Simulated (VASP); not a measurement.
Crystal: Cr.

```
Cr
1.0
     4.25273    0.00000    0.00000
    -2.12637    3.68297    0.00000
     0.00000    0.00000    2.26295
Cr
3
Direct
  0.00000 0.00000 0.00000
  0.33333 0.66667 0.50000
  0.66667 0.33333 0.50000
```

```yaml
Program: VASP 6.6.1
Task: relaxation of cell and atoms
Functional: PBE
Potentials_or_basis: VASP PAW PBE potentials, release 64 (Cr_pv)
Cutoff: 600 eV
k_mesh: 12 × 12 × 18
Occupations: gaussian, width 0.1 eV
Spin: no spin polarisation
```

At the start: pressure 0.4 GPa; volume 11.81 Å³/atom.

Q: Where does the relaxation end?

A: Over 5 steps the energy falls by 2.2 meV/atom and the volume is 11.82 Å³/atom (+0.1 %); space group P6/mmm (No. 191, to 0.05 Å).

The path:
```
step  energy change (eV)  largest force (eV/Å)  pressure (GPa)  volume (Å³)
   1              0.0000                0.0000            0.38        35.44
   2             -0.0056                0.0000           -0.79        35.58
   3             -0.0064                0.0000           -0.55        35.54
   4             -0.0063                0.0000            0.73        35.35
   5             -0.0066                0.0000            0.01        35.47
```

Final structure:
```yaml
crystal:
  lattice:
    - [4.23177, 0.00000, 0.00000]
    - [-2.11588, 3.66482, 0.00000]
    - [0.00000, 0.00000, 2.28683]
  atoms:
    - { symbol: Cr, position: [0.00000, 0.00000, 0.00000] }
    - { symbol: Cr, position: [0.33333, 0.66667, 0.50000] }
    - { symbol: Cr, position: [0.66667, 0.33333, 0.50000] }
```

Caveat: the run has no spin polarisation, though such a crystal can be magnetic.
